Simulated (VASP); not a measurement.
# Hf4F3 (P-43m) in VASP: further runs

Runs on Hf4F3. Level: PBE. Tasks: single point, relaxation of cell and atoms.

Everything below comes from runs of VASP 6.6.1. Logs are shortened: lines on timing, memory, paths and dates and some standing lists are left out, and cuts for length are marked.

## (1) The cell of the first run

It takes space group P-43m (No. 215, cubic). The conventional cell has a = 4.995 Å, b = 4.995 Å, c = 4.995 Å, α = 90.00°, β = 90.00°, γ = 90.00°. Hf (site symmetry 3m) has 3 F at 2.31 Å and 3 Hf at 2.94 Å within 3.1 Å. Within 3.1 Å of F (site symmetry -42m) lie 4 Hf at 2.31 Å.

The cell was generated, and may not be a known phase.

## (2) Single point, PBE

INCAR reads:

```
PREC = Accurate
ENCUT = 520
EDIFF = 1E-6
ISMEAR = 0
SIGMA = 0.2
LREAL = F
LASPH = T
NELM = 100
ALGO = Normal
ISIF = 2
LWAVE = F
LCHARG = F
GGA = PE
NBANDS = 40
```

KPOINTS reads:

```
Automatic mesh
0
Gamma
  3 3 3
```

POSCAR reads:

```
Hf4F3
1.0
    4.9954848845      0.0000000000      0.0000000000
    0.0000000000      4.9954848845      0.0000000000
    0.0000000000      0.0000000000      4.9954848845
Hf F
4 3
Direct
    0.2922732211      0.7077267789      0.2922732211
    0.7077267789      0.2922732211      0.2922732211
    0.2922732211      0.2922732211      0.7077267789
    0.7077267789      0.7077267789      0.7077267789
    0.0000000000      0.0000000000      0.5000000000
    0.5000000000      0.0000000000      0.0000000000
    0.0000000000      0.5000000000      0.0000000000
```

Potentials or basis: VASP PAW PBE potentials, release 64 (Hf_pv, F).

Command:

```console
$ cat potpaw_PBE.64/Hf_pv/POTCAR potpaw_PBE.64/F/POTCAR > POTCAR
$ mpirun -np 1 vasp_std > vasp.out
```

OUTCAR:

```text
PREC = Accurate
   ENCUT = 520
   EDIFF = 1E-6
   ISMEAR = 0
   LREAL = F
   LASPH = T
   NELM = 100
   ISIF = 2
   GGA = PE

 ion  position               nearest neighbor table
   1  0.292  0.708  0.292-   5 2.31   6 2.31   7 2.31   2 2.94   3 2.94   4 2.94   2 3.58   3 3.58
                             3 3.58   4 3.58   2 3.58   4 3.58
   2  0.708  0.292  0.292-   5 2.31   6 2.31   7 2.31   1 2.94   3 2.94   4 2.94   1 3.58   3 3.58
                             3 3.58   4 3.58   1 3.58   4 3.58
   3  0.292  0.292  0.708-   5 2.31   6 2.31   7 2.31   1 2.94   2 2.94   4 2.94   1 3.58   2 3.58
                             1 3.58   4 3.58   2 3.58   4 3.58
   4  0.708  0.708  0.708-   5 2.31   6 2.31   7 2.31   1 2.94   2 2.94   3 2.94   1 3.58   3 3.58
                             2 3.58   3 3.58   1 3.58   2 3.58
   5  0.000  0.000  0.500-   1 2.31   2 2.31   3 2.31   4 2.31
   6  0.500  0.000  0.000-   1 2.31   2 2.31   3 2.31   4 2.31
   7  0.000  0.500  0.000-   1 2.31   2 2.31   3 2.31   4 2.31

  LATTYP: Found a simple cubic cell.
 ALAT       =     4.9954848845

  Lattice vectors:

 A1 = (   4.9954848845,   0.0000000000,   0.0000000000)
 A2 = (   0.0000000000,   4.9954848845,   0.0000000000)
 A3 = (   0.0000000000,   0.0000000000,   4.9954848845)

Analysis of symmetry for initial positions (statically):
=====================================================================
 Subroutine PRICEL returns:
 Original cell was already a primitive cell.

 Routine SETGRP: Setting up the symmetry group for a
 simple cubic supercell.

 Subroutine GETGRP returns: Found 24 space group operations
 (whereof 24 operations were pure point group operations)
 out of a pool of 48 trial point group operations.

The static configuration has the point symmetry T_d .

Analysis of symmetry for dynamics (positions and initial velocities):
=====================================================================
 Subroutine PRICEL returns:
 Original cell was already a primitive cell.

 Routine SETGRP: Setting up the symmetry group for a
 simple cubic supercell.

 Subroutine GETGRP returns: Found 24 space group operations
 (whereof 24 operations were pure point group operations)
 out of a pool of 48 trial point group operations.

The dynamic configuration has the point symmetry T_d .

 Subroutine INISYM returns: Found 24 space group operations
 (whereof 24 operations are pure point group operations),
 and found     1 'primitive' translations

----------------------------------------------------------------------------------------

                                     Primitive cell

  volume of cell :     124.6617

  direct lattice vectors                    reciprocal lattice vectors
     4.995484884  0.000000000  0.000000000     0.200180768  0.000000000  0.000000000
     0.000000000  4.995484884  0.000000000     0.000000000  0.200180768  0.000000000
     0.000000000  0.000000000  4.995484884     0.000000000  0.000000000  0.200180768

  length of vectors
     4.995484884  4.995484884  4.995484884     0.200180768  0.200180768  0.200180768

  position of ions in fractional coordinates (direct lattice)
     0.292273221  0.707726779  0.292273221
     0.707726779  0.292273221  0.292273221
     0.292273221  0.292273221  0.707726779
     0.707726779  0.707726779  0.707726779
     0.000000000  0.000000000  0.500000000
     0.500000000  0.000000000  0.000000000
     0.000000000  0.500000000  0.000000000

  ion indices of the primitive-cell ions
   primitive index   ion index
                 1           1
                 2           2
                 3           3
                 4           4
                 5           5
                 6           6
                 7           7

----------------------------------------------------------------------------------------

 KPOINTS: Automatic mesh

Automatic generation of k-mesh.
 Grid dimensions read from file:
 generate k-points for:    3    3    3

 Generating k-lattice:

  Cartesian coordinates                     Fractional coordinates (reciprocal lattice)
     0.066726923  0.000000000  0.000000000     0.333333333  0.000000000  0.000000000
     0.000000000  0.066726923  0.000000000     0.000000000  0.333333333  0.000000000
     0.000000000  0.000000000  0.066726923     0.000000000  0.000000000  0.333333333

  Length of vectors
     0.066726923  0.066726923  0.066726923

  Shift w.r.t. Gamma in fractional coordinates (k-lattice)
     0.000000000  0.000000000  0.000000000

 Subroutine IBZKPT returns following result:
 ===========================================

 Found      4 irreducible k-points:

 Following reciprocal coordinates:
            Coordinates               Weight
  0.000000  0.000000  0.000000      1.000000
  0.333333  0.000000  0.000000      6.000000
  0.333333  0.333333  0.000000     12.000000
  0.333333  0.333333  0.333333      8.000000
   k-points           NKPTS =      4   k-points in BZ     NKDIM =      4   number of bands    NBANDS=     40
   number of dos      NEDOS =    301   number of ions     NIONS =      7
   total plane-waves  NPLWV =  64000
   dimension x,y,z NGX =    40 NGY =   40 NGZ =   40
   dimension x,y,z NGXF=    80 NGYF=   80 NGZF=   80
   ions per type =               4   3
   NGX,Y,Z   is equivalent  to a cutoff of  13.31, 13.31, 13.31 a.u.
   NGXF,Y,Z  is equivalent  to a cutoff of  26.62, 26.62, 26.62 a.u.
 SYSTEM =  unknown system
   PREC   = accura    normal or accurate (medium, high low for compatibility)
   ISTART =      0    job   : 0-new  1-cont  2-samecut
   ICHARG =      2    charge: 1-file 2-atom 10-const
   ISPIN  =      1    spin polarized calculation?
   LNONCOLLINEAR =      F non collinear calculations
   LSORBIT =      F    spin-orbit coupling
   LASPH  =      T    aspherical Exc in radial PAW
   ENCUT  =  520.0 eV  38.22 Ry    6.18 a.u.   9.29  9.29  9.29*2*pi/ulx,y,z
   NELM   =    100;   NELMIN=  2; NELMDL= -5     # of ELM steps
   EDIFF  = 0.1E-05   stopping-criterion for ELM
   LREAL  =      F    real-space projection
[... 7 lines left out ...]
   TEBEG  =    0.0;   TEEND  =   0.0 temperature during run
   PSTRESS=    0.0 pullay stress
   NELECT =      61.0000    total number of electrons
   NUPDOWN=      -1.0000    fix difference up-down
   EMIN   =  10.00;   EMAX   =-10.00  energy-range for DOS
   EFERMI =   0.00;   METHOD = LEGACY
   ISMEAR =     0;   SIGMA  =   0.20  broadening in eV -4-tet -1-fermi 0-gaus
   EFERMI_NEDOS =   21; number of points for ismear=-14 and -15
   IALGO  =     38    algorithm
   IMIX   =      4    mixing-type and parameters
     AMIX     =   0.40;   BMIX     =  1.00
     AMIX_MAG =   1.60;   BMIX_MAG =  1.00
  volume/ion in A,a.u.               =      17.81       120.18
  Fermi-wavevector in a.u.,A,eV,Ry     =   1.290052  2.437844 22.643271  1.664233
  Thomas-Fermi vector in A             =   2.421907
   LORBIT       =      0    0 simple, 1 ext, 2 COOP (PROOUT), +10 PAW based schemes
   GGA     = PE    functional components
   LHFCALC =     F    Hartree Fock is set to
   AEXX    =    0.0000 exact exchange contribution
   IVDW    =     0    specifies the selected vdW correction
   LEPSILON=     F    determine dielectric tensor
   LRPA    =     F    only Hartree local field effects (RPA)
 non-spin polarized calculation
 Gauss-broadening in eV      SIGMA  =   0.20
  energy-cutoff  :      520.00
  volume of cell :      124.66
 maximum number of plane-waves:      3407
 NGX is ok and might be reduce to    40
   NGX = 19   NGY = 19   NGZ = 19

 number of electron      61.0000028 magnetization

 Free energy of the ion-electron system (eV)
  ---------------------------------------------------
  ext. energy  EPLUGINS =         0.00000000
  ---------------------------------------------------
  free energy    TOTEN  =       -55.53610418 eV

  energy without entropy =      -55.42708375  energy(sigma->0) =      -55.48159396

 E-fermi :   4.3567     XC(G=0): -10.5999

 val. band max:        4.0797902440   @ k =   0.3333   0.3333   0.0000
 cond. band min:       4.3629384225   @ k =   0.3333   0.3333   0.3333
 fundamental gap:      0.2831481785
 Fermi energy:         4.3567331695

 k-point     1 :       0.0000    0.0000    0.0000
  band No.  band energies     occupation
      1     -27.1052      2.00000
      2     -26.8847      2.00000
      3     -26.8847      2.00000
      4     -26.6500      2.00000
      5     -26.6500      2.00000
      6     -26.6500      2.00000
[... 32 lines left out ...]
     39       8.1395      0.00000
     40       8.1395      0.00000

 k-point     2 :       0.3333    0.0000    0.0000
  band No.  band energies     occupation
      1     -27.0622      2.00000
      2     -26.7985      2.00000
      3     -26.7815      2.00000
      4     -26.6774      2.00000
      5     -26.6759      2.00000
      6     -26.6759      2.00000
[... 32 lines left out ...]
     39       7.9753      0.00000
     40       8.3441      0.00000

 k-point     3 :       0.3333    0.3333    0.0000
  band No.  band energies     occupation
      1     -27.0283      2.00000
      2     -26.8273      2.00000
      3     -26.7706      2.00000
      4     -26.7295      2.00000
      5     -26.6764      2.00000
      6     -26.6523      2.00000
[... 32 lines left out ...]
     39       7.5627      0.00000
     40       7.7850      0.00000

 k-point     4 :       0.3333    0.3333    0.3333
  band No.  band energies     occupation
      1     -27.0248      2.00000
      2     -26.8750      2.00000
      3     -26.8750      2.00000
      4     -26.8466      2.00000
      5     -26.5885      2.00000
      6     -26.5885      2.00000
[... 32 lines left out ...]
     39       7.3278      0.00000
     40       7.3278      0.00000

------------------------ aborting loop because EDIFF is reached ----------------------------------------

  FORCE on cell =-STRESS in cart. coord.  units (eV):
  Direction    XX          YY          ZZ          XY          YZ          ZX
  --------------------------------------------------------------------------------------
  -------------------------------------------------------------------------------------
  Total       -1.1644726     -1.1644726     -1.1644726      0.0000000      0.0000000     -0.0000000
  in kB      -14.9660406    -14.9660406    -14.9660406      0.0000000      0.0000000     -0.0000000
  external PRESSURE =     -14.9660406 kB  Pullay stress =       0.0000000 kB

 VOLUME and BASIS-vectors are now :
 -----------------------------------------------------------------------------
  energy-cutoff  :      520.00
  volume of cell :      124.66
      direct lattice vectors                 reciprocal lattice vectors
     4.995484884  0.000000000  0.000000000     0.200180768  0.000000000  0.000000000
     0.000000000  4.995484884  0.000000000     0.000000000  0.200180768  0.000000000
     0.000000000  0.000000000  4.995484884     0.000000000  0.000000000  0.200180768

 POSITION                                       TOTAL-FORCE (eV/Angst)
 -----------------------------------------------------------------------------------
      1.46005      3.53544      1.46005         0.010398     -0.010398      0.010398
      3.53544      1.46005      1.46005        -0.010398      0.010398      0.010398
      1.46005      1.46005      3.53544         0.010398      0.010398     -0.010398
      3.53544      3.53544      3.53544        -0.010398     -0.010398     -0.010398
      0.00000      0.00000      2.49774        -0.000000     -0.000000     -0.000000
      2.49774      0.00000      0.00000         0.000000     -0.000000     -0.000000
      0.00000      2.49774      0.00000         0.000000     -0.000000     -0.000000
 -----------------------------------------------------------------------------------
    total drift:                               -0.000000     -0.000000     -0.000000

  FREE ENERGIE OF THE ION-ELECTRON SYSTEM (eV)
  ---------------------------------------------------
  free  energy   TOTEN  =       -55.5361041789 eV

  energy  without entropy=      -55.4270837489  energy(sigma->0) =      -55.48159396
```

Wall time 16 s (1 thread of Intel Xeon 6975P-C (Granite Rapids), shared host); peak memory 0.23 GiB.

Results:

```
Free energy            : -55.5361 eV
Pressure               : -1.5 GPa
Largest force          : 0.018 eV/Å
Band gap on the k mesh : zero (an odd number of electrons rules out a gap without spin polarisation)
```

Forces in eV/Å, atoms in the order of the input:
```
Hf   0.010 -0.010  0.010
Hf  -0.010  0.010  0.010
Hf   0.010  0.010 -0.010
Hf  -0.010 -0.010 -0.010
F    0.000  0.000  0.000
F    0.000  0.000  0.000
F    0.000  0.000  0.000
```

Caveat: the k points lie up to 0.42 Å⁻¹ apart, too coarse for converged energies and pressures of a metal; spin-orbit coupling is left out, which moves the levels of the heavy elements; an odd number of electrons without spin polarisation forces a metal; a magnetic or distorted state may lie lower.

(Part 1 of 3 ends here.)

The gap in the log of VASP goes by the Fermi energy; the results here count the filled bands.